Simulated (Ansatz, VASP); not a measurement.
# Two plane-wave programs on SiC

```
CELL_PARAMETERS angstrom
0.00000 2.17400 2.17400
2.17400 0.00000 2.17400
2.17400 2.17400 0.00000
ATOMIC_POSITIONS crystal
Si 0.16263 0.00000 0.00000
C 0.75000 0.75000 0.75000
```

Change from the starting cell: all Si atoms moved -0.500 Å, as atom 1 towards its neighbour atom 1 (Si) at 3.075 Å.

Alike in both runs: task single point; functional PBE; k mesh 12 × 12 × 12; occupations gaussian, width 0.05 eV; no spin polarisation.

|  | VASP | Ansatz |
| --- | --- | --- |
| version | VASP 6.6.1 | Ansatz 0.2.0 |
| potentials or method | VASP PAW PBE potentials, release 64 (Si, C), cutoff 520 eV | scalar-relativistic, plane waves, PAW |
| valence electrons in the cell | 8 | 8 |

```csv
,VASP,Ansatz,Ansatz less VASP
gap on the k mesh at the Fermi level (eV),none,none,-
rms of the force components (eV/Å),8.735,8.772,+0.0366
```

Atom by atom the forces differ by 0.037 eV/Å (rms over components). A gap of «none» marks a metal or a gap that the smearing closes.
